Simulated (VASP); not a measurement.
Write the native input for VASP 6.6.1 that does the following.

```
Task                   : single point
Functional             : BLYP
Dispersion             : D3(BJ)
Potentials or basis    : VASP PAW PBE potentials, release 64 (Ti_sv, B)
Cutoff                 : 520 eV
k mesh                 : 10 × 10 × 8
Occupations            : fermi-dirac, width 0.05 eV
Spin                   : no spin polarisation
Dipole correction      : no
Further INCAR settings : ALGO = Normal; EDIFF = 1e-07; NBANDS = 16
```

The structure of TiB2 lies in POSCAR:

```
TiB2
1.0
    2.9773990330      0.0000000000      0.0000000000
   -1.4886995165      2.5785031998      0.0000000000
    0.0000000000      0.0000000000      3.1950955995
Ti B
1 2
Direct
    0.0000000000      0.0000000000      0.0000000000
    0.6666666667      0.3333333333      0.5000000000
    0.3333333333      0.6666666667      0.5000000000
```

These files were run (other wordings do the same):

INCAR

```
SYSTEM = TiB2
PREC = Accurate
ENCUT = 520
EDIFF = 1E-7
ISMEAR = -1
SIGMA = 0.05
LREAL = .FALSE.
LASPH = .TRUE.
NELM = 80
ALGO = Normal
ISIF = 2
LWAVE = .FALSE.
LCHARG = .FALSE.
GGA = B5
ALDAX = 1.0
AGGAX = 1.0
AGGAC = 1.0
ALDAC = 0.0
IVDW = 12
VDW_S6 = 1.0
VDW_S8 = 2.6996
VDW_A1 = 0.4298
VDW_A2 = 4.2359
NBANDS = 16
```

KPOINTS

```
Automatic mesh
0
G
  10 10 8
  0 0 0
```

Potentials or basis: VASP PAW PBE potentials, release 64 (Ti_sv, B).

Command:

```console
$ cat potpaw_PBE.64/Ti_sv/POTCAR potpaw_PBE.64/B/POTCAR > POTCAR
$ mpirun -np 1 vasp_std > vasp.out
```

Results of the run:

```
Pressure                   : 0.4 GPa
Band gap on the k mesh     : zero (band 9 reaches 11.29 eV, above the bottom of band 10 at 10.80 eV)
Dispersion energy per atom : -0.979 eV
```

Caveat: the PAW data sets were made with another functional, which shifts forces and pressure a little; pairwise dispersion overbinds metals, which lowers pressure and volume.

It took 48 s on 1 thread of Intel(R) Xeon(R) Platinum 8259CL CPU @ 2.50GHz (Skylake/Cascade Lake), with other jobs on the host, peak memory 0.16 GiB.
